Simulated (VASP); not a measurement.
# WC (I4/mmm) in VASP: further runs

The runs below take WC through single point, with PBEsol.

Everything below comes from runs of VASP 6.6.1. Logs are shortened: lines on timing, memory, paths and dates and some standing lists are left out, and cuts for length are marked.

## Step 1: The cell of the first run

Symmetry: I4/mmm, No. 139, tetragonal system. Conventional cell: a = 3.449 Å, b = 3.449 Å, c = 3.449 Å, α = 90.00°, β = 90.00°, γ = 90.00°. Within 2.3 Å of W (site symmetry 4/mmm) lie 2 C at 1.72 Å. C (site symmetry 4/mmm) has 2 W at 1.72 Å within 2.3 Å.

## Step 2: Single point, PBEsol

INCAR reads:

```
SYSTEM = WC
PREC = Accurate
ENCUT = 520
EDIFF = 1E-6
ISMEAR = 0
SIGMA = 0.15
LREAL = .False.
LASPH = .True.
NELM = 60
ALGO = Normal
ISIF = 2
LWAVE = .False.
LCHARG = .False.
GGA = PS
NBANDS = 16
```

KPOINTS reads:

```
Automatic mesh
0
Gamma
  26 26 26
  0 0 0
```

POSCAR reads:

```
WC
1.0
    0.0000000000      2.4388796480      1.7242879111
    2.4388796480      0.0000000000      1.7242879111
    2.4388796480      2.4388796480      0.0000000000
W C
1 1
Direct
    0.0000000000      0.0000000000      0.0000000000
    0.5000000000      0.5000000000      0.5000000000
```

Potentials or basis: VASP PAW PBE potentials, release 64 (W_sv, C).

Started as:

```
> cat potpaw_PBE.64/W_sv/POTCAR potpaw_PBE.64/C/POTCAR > POTCAR
> mpirun -np 1 vasp_std > vasp.out
```

OUTCAR:

```text
SYSTEM = WC
   PREC = Accurate
   ENCUT = 520
   EDIFF = 1E-6
   ISMEAR = 0
   LREAL = .False.
   LASPH = .True.
   NELM = 60
   ISIF = 2
   GGA = PS

 ion  position               nearest neighbor table
   1  0.000  0.000  0.000-   2 1.72   2 1.72   2 2.44   2 2.44   2 2.44   2 2.44
   2  0.500  0.500  0.500-   1 1.72   1 1.72   1 2.44   1 2.44   1 2.44   1 2.44

  LATTYP: Found a body centered tetragonal cell.
 ALAT       =     3.4490966752
 C/A-ratio  =     0.9998489886

  Lattice vectors:

 A1 = (   0.0000000000,  -2.4388796480,  -1.7242879111)
 A2 = (   0.0000000000,   2.4388796480,  -1.7242879111)
 A3 = (   2.4388796480,   0.0000000000,   1.7242879111)

Analysis of symmetry for initial positions (statically):
=====================================================================
 Subroutine PRICEL returns:
 Original cell was already a primitive cell.

 Routine SETGRP: Setting up the symmetry group for a
 body centered tetragonal supercell.

 Subroutine GETGRP returns: Found 16 space group operations
 (whereof 16 operations were pure point group operations)
 out of a pool of 16 trial point group operations.

The static configuration has the point symmetry D_4h.

Analysis of symmetry for dynamics (positions and initial velocities):
=====================================================================
 Subroutine PRICEL returns:
 Original cell was already a primitive cell.

 Routine SETGRP: Setting up the symmetry group for a
 body centered tetragonal supercell.

 Subroutine GETGRP returns: Found 16 space group operations
 (whereof 16 operations were pure point group operations)
 out of a pool of 16 trial point group operations.

The dynamic configuration has the point symmetry D_4h.

 Subroutine INISYM returns: Found 16 space group operations
 (whereof 16 operations are pure point group operations),
 and found     1 'primitive' translations

----------------------------------------------------------------------------------------

                                     Primitive cell

  volume of cell :      20.5126

  direct lattice vectors                    reciprocal lattice vectors
     0.000000000  2.438879648  1.724287911    -0.205012166  0.205012166  0.289974776
     2.438879648  0.000000000  1.724287911     0.205012166 -0.205012166  0.289974776
     2.438879648  2.438879648  0.000000000     0.205012166  0.205012166 -0.289974776

  length of vectors
     2.986854991  2.986854991  3.449096675     0.410055298  0.410055298  0.410055298

  position of ions in fractional coordinates (direct lattice)
     0.000000000  0.000000000  0.000000000
     0.500000000  0.500000000  0.500000000

  ion indices of the primitive-cell ions
   primitive index   ion index
                 1           1
                 2           2

----------------------------------------------------------------------------------------

 KPOINTS: Automatic mesh

Automatic generation of k-mesh.
 Grid dimensions read from file:
 generate k-points for:   26   26   26

 Generating k-lattice:

  Cartesian coordinates                     Fractional coordinates (reciprocal lattice)
    -0.007885083  0.007885083  0.011152876     0.038461538  0.000000000  0.000000000
     0.007885083 -0.007885083  0.011152876     0.000000000  0.038461538  0.000000000
     0.007885083  0.007885083 -0.011152876     0.000000000  0.000000000  0.038461538

  Length of vectors
     0.015771358  0.015771358  0.015771358

  Shift w.r.t. Gamma in fractional coordinates (k-lattice)
     0.000000000  0.000000000  0.000000000

 Subroutine IBZKPT returns following result:
 ===========================================

 Found   1330 irreducible k-points:

 Following reciprocal coordinates:
            Coordinates               Weight
  0.000000  0.000000  0.000000      1.000000
  0.038462  0.000000  0.000000      8.000000
  0.076923  0.000000  0.000000      8.000000
  0.115385  0.000000  0.000000      8.000000
  0.153846  0.000000  0.000000      8.000000
  0.192308 -0.000000  0.000000      8.000000
[... 16 lines left out ...]
  0.346154  0.038462  0.000000      8.000000
  0.384615  0.038462  0.000000      8.000000
 [... further k-points ...]
   k-points           NKPTS =   1330   k-points in BZ     NKDIM =   1330   number of bands    NBANDS=     16
   number of dos      NEDOS =    301   number of ions     NIONS =      2
   total plane-waves  NPLWV =  16128
   dimension x,y,z NGX =    24 NGY =   24 NGZ =   28
   dimension x,y,z NGXF=    48 NGYF=   48 NGZF=   56
   ions per type =               1   1
   NGX,Y,Z   is equivalent  to a cutoff of  13.36, 13.36, 13.50 a.u.
   NGXF,Y,Z  is equivalent  to a cutoff of  26.72, 26.72, 26.99 a.u.
 SYSTEM =  WC
   PREC   = accura    normal or accurate (medium, high low for compatibility)
   ISTART =      0    job   : 0-new  1-cont  2-samecut
   ICHARG =      2    charge: 1-file 2-atom 10-const
   ISPIN  =      1    spin polarized calculation?
   LNONCOLLINEAR =      F non collinear calculations
   LSORBIT =      F    spin-orbit coupling
   LASPH  =      T    aspherical Exc in radial PAW
   ENCUT  =  520.0 eV  38.22 Ry    6.18 a.u.   5.55  5.55  6.41*2*pi/ulx,y,z
   NELM   =     60;   NELMIN=  2; NELMDL= -5     # of ELM steps
   EDIFF  = 0.1E-05   stopping-criterion for ELM
   LREAL  =      F    real-space projection
   EDIFFG = 0.1E-04   stopping-criterion for IOM
   NSW    =      0    number of steps for IOM
   IBRION =     -1    ionic relax: 0-MD 1-quasi-New 2-CG
   NFREE  =      0    steps in history (QN), initial steepest desc. (CG)
   ISIF   =      2    stress and relaxation
   ISYM   =      2    0-nonsym 1-usesym 2-fastsym
   POTIM  = 0.5000    time-step for ionic-motion
   TEBEG  =    0.0;   TEEND  =   0.0 temperature during run
   PSTRESS=    0.0 pullay stress
   NELECT =      18.0000    total number of electrons
   NUPDOWN=      -1.0000    fix difference up-down
   EMIN   =  10.00;   EMAX   =-10.00  energy-range for DOS
   EFERMI =   0.00;   METHOD = LEGACY
   ISMEAR =     0;   SIGMA  =   0.15  broadening in eV -4-tet -1-fermi 0-gaus
   EFERMI_NEDOS =   21; number of points for ismear=-14 and -15
   IALGO  =     38    algorithm
   IMIX   =      4    mixing-type and parameters
     AMIX     =   0.40;   BMIX     =  1.00
     AMIX_MAG =   1.60;   BMIX_MAG =  1.00
  volume/ion in A,a.u.               =      10.26        69.21
  Fermi-wavevector in a.u.,A,eV,Ry     =   1.567324  2.961813 33.422780  2.456505
  Thomas-Fermi vector in A             =   2.669521
   LORBIT       =      0    0 simple, 1 ext, 2 COOP (PROOUT), +10 PAW based schemes
   GGA     = PS    functional components
   LHFCALC =     F    Hartree Fock is set to
   AEXX    =    0.0000 exact exchange contribution
   IVDW    =     0    specifies the selected vdW correction
   LEPSILON=     F    determine dielectric tensor
   LRPA    =     F    only Hartree local field effects (RPA)
 non-spin polarized calculation
 Gauss-broadening in eV      SIGMA  =   0.15
  energy-cutoff  :      520.00
  volume of cell :       20.51
 maximum number of plane-waves:       586
   NGX = 11   NGY = 11   NGZ = 13

 number of electron      18.0000001 magnetization

 Free energy of the ion-electron system (eV)
  ---------------------------------------------------
  ext. energy  EPLUGINS =         0.00000000
  ---------------------------------------------------
  free energy    TOTEN  =       -18.23160673 eV

  energy without entropy =      -18.21628932  energy(sigma->0) =      -18.22394803

 E-fermi :  12.5125     XC(G=0): -13.8062

 val. band max:       12.5107948860   @ k =  -0.2692   0.2308   0.1154
 cond. band min:      12.5164722366   @ k =   0.3846   0.0385   0.0769
 fundamental gap:      0.0056773506
 Fermi energy:        12.5124632259

 k-point     1 :       0.0000    0.0000    0.0000
  band No.  band energies     occupation
      1     -62.2917      2.00000
      2     -27.2725      2.00000
      3     -26.2552      2.00000
      4     -26.2552      2.00000
      5      -3.7462      2.00000
      6       8.7779      2.00000
[... 8 lines left out ...]
     15      26.8395      0.00000
     16      31.3315      0.00000

 k-point     2 :       0.0385    0.0000    0.0000
  band No.  band energies     occupation
      1     -62.2911      2.00000
      2     -27.2769      2.00000
      3     -26.2601      2.00000
      4     -26.2584      2.00000
      5      -3.6969      2.00000
      6       8.5400      2.00000
[... 8 lines left out ...]
     15      26.9272      0.00000
     16      31.0702      0.00000

 k-point     3 :       0.0769    0.0000    0.0000
  band No.  band energies     occupation
      1     -62.2892      2.00000
      2     -27.2902      2.00000
      3     -26.2742      2.00000
      4     -26.2678      2.00000
      5      -3.5503      2.00000
      6       7.9175      2.00000
[... 8 lines left out ...]
     15      27.1531      0.00000
     16      30.5301      0.00000

 k-point     4 :       0.1154    0.0000    0.0000
  band No.  band energies     occupation
      1     -62.2861      2.00000
      2     -27.3125      2.00000
      3     -26.2956      2.00000
      4     -26.2828      2.00000
      5      -3.3094      2.00000
      6       7.2242      2.00000
[... 8 lines left out ...]
     15      27.4028      0.00000
     16      30.1183      0.00000
[... 324 lines left out ...]
 k-point    22 :       0.3077    0.0385    0.0000
  band No.  band energies     occupation
      1     -62.2606      2.00000
      2     -27.5354      2.00000
      3     -26.4111      2.00000
      4     -26.4047      2.00000
      5      -0.6311      2.00000
      6       4.5093      2.00000
[... 8 lines left out ...]
     15      26.7476      0.00000
     16      28.8097      0.00000

 k-point    23 :       0.3462    0.0385    0.0000
  band No.  band energies     occupation
      1     -62.2557      2.00000
      2     -27.5810      2.00000
      3     -26.4282      2.00000
      4     -26.4277      2.00000
      5       0.0367      2.00000
      6       4.1551      2.00000
[... 8 lines left out ...]
     15      25.4585      0.00000
     16      28.4713      0.00000

 k-point    24 :       0.3846    0.0385    0.0000
  band No.  band energies     occupation
      1     -62.2515      2.00000
      2     -27.6202      2.00000
      3     -26.4470      2.00000
      4     -26.4419      2.00000
      5       0.7221      2.00000
      6       3.8408      2.00000
[... 8 lines left out ...]
     15      24.2896      0.00000
     16      27.9719      0.00000

 [... further k-points ...]

------------------------ aborting loop because EDIFF is reached ----------------------------------------

  FORCE on cell =-STRESS in cart. coord.  units (eV):
  Direction    XX          YY          ZZ          XY          YZ          ZX
  --------------------------------------------------------------------------------------
  -------------------------------------------------------------------------------------
  Total       -3.2741232     -3.2741232     43.0514158      0.0000000     -0.0000000     -0.0000000
  in kB     -255.7320049   -255.7320049   3362.6177584      0.0000000     -0.0000000     -0.0000000
  external PRESSURE =     950.3845829 kB  Pullay stress =       0.0000000 kB

 VOLUME and BASIS-vectors are now :
 -----------------------------------------------------------------------------
  energy-cutoff  :      520.00
  volume of cell :       20.51
      direct lattice vectors                 reciprocal lattice vectors
     0.000000000  2.438879648  1.724287911    -0.205012166  0.205012166  0.289974776
     2.438879648  0.000000000  1.724287911     0.205012166 -0.205012166  0.289974776
     2.438879648  2.438879648  0.000000000     0.205012166  0.205012166 -0.289974776

 POSITION                                       TOTAL-FORCE (eV/Angst)
 -----------------------------------------------------------------------------------
      0.00000      0.00000      0.00000         0.000000      0.000000      0.000000
      2.43888      2.43888      1.72429        -0.000000     -0.000000      0.000000
 -----------------------------------------------------------------------------------
    total drift:                                0.000000     -0.000000     -0.000000

  FREE ENERGIE OF THE ION-ELECTRON SYSTEM (eV)
  ---------------------------------------------------
  free  energy   TOTEN  =       -18.2316067338 eV

  energy  without entropy=      -18.2162893175  energy(sigma->0) =      -18.22394803
```

Run time: 2.1 min. Hardware: 1 thread of Intel Xeon 6975P-C (Granite Rapids), shared host; peak memory 0.53 GiB.

Results:

```
Free energy            : -18.2316 eV
Pressure               : 95.0 GPa
Band gap on the k mesh : zero (bands 9 and 10 overlap by 3.71 eV)
```

Levels at points of the mesh, in eV from the Fermi level:
```
           k point  band 6  band 7  band 8  band 9  band 10  band 11  band 12  band 13
(0.00, 0.00, 0.00)   -3.73   -3.34   -3.34   -2.91    -2.12    -2.12     0.42     1.57
(0.50, 0.00, 0.00)  -10.05   -8.38   -8.12    0.05     2.72     4.40     4.72     7.64
(0.50, 0.50, 0.00)   -6.09   -4.16   -4.16   -0.91     1.58     1.58     2.27     6.84
(0.50, 0.00, 0.50)   -6.63   -5.03   -2.56   -1.78     0.79     0.99     2.30     5.07
```

Caveat: the stress differs along the axes, from -26 to 336 GPa; the PAW data sets were made with another functional, which shifts forces and pressure a little; spin-orbit coupling is left out, which moves the levels of the heavy elements.

(Part 1 of 2 ends here.)
